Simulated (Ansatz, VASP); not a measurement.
# BP in VASP and in Ansatz

Contents of INCAR:

```
SYSTEM = BP
PREC     = Accurate       ! precision mode
ENCUT    = 520            ! plane-wave cutoff, eV
EDIFF    = 1E-7           ! SCF threshold, eV
ISMEAR   = 1              ! smearing method
SIGMA    = 0.5            ! smearing width, eV
LREAL    = .False.        ! projectors in reciprocal space
LASPH    = .True.         ! aspherical terms in the spheres
NELM     = 60             ! most SCF steps
ALGO     = Normal         ! electronic algorithm
ISIF     = 2              ! what is computed and relaxed
LWAVE    = .False.        ! write WAVECAR
LCHARG   = .False.        ! write CHGCAR
GGA      = PE             ! functional
NBANDS   = 11             ! bands
```

Contents of KPOINTS:

```
Automatic mesh
0
Gamma
  6 6 6
  0 0 0
```

The input POSCAR:

```
BP
1.0
    0.0000000000      2.2683155501      2.2683155501
    2.2683155501      0.0000000000      2.2683155501
    2.2683155501      2.2683155501      0.0000000000
B P
1 1
Direct
    0.0000000000      0.0000000000      0.0000000000
    0.2500000000      0.2500000000      0.2500000000
```

Input for Ansatz:

```yaml
crystal:
  lattice:
    - [0.0, 2.2683155501, 2.2683155501]
    - [2.2683155501, 0.0, 2.2683155501]
    - [2.2683155501, 2.2683155501, 0.0]
  atoms:
    - { symbol: B, position: [0.0, 0.0, 0.0] }
    - { symbol: P, position: [0.25, 0.25, 0.25] }
kpoints:
  mp_grid: { grid: [6, 6, 6] }
hamiltonian:
  xc: pbe
scf:
  occupations: { method: methfessel_paxton, width: 0.5 }
  n_extra_bands: 4
output:
  forces: true
  stress: true
  eigenvalues: true
```

Alike in both runs: task single point; functional PBE; k mesh 6 × 6 × 6; occupations methfessel-paxton of order 1, width 0.5 eV; no spin polarisation.

```csv
,VASP,Ansatz
version,VASP 6.6.1,Ansatz 0.2.0
potentials or method,"VASP PAW PBE potentials, release 64 (B, P)",plane waves
plane-wave cutoff (eV),520,420
valence electrons in the cell,8,8
```

Ansatz gave:

- pressure (GPa): 1.4

Question: Which values does VASP return?

Answer: Pressure (GPa): 1.2.

The functional is the same, so the differences come from potentials, cutoffs and numerics.
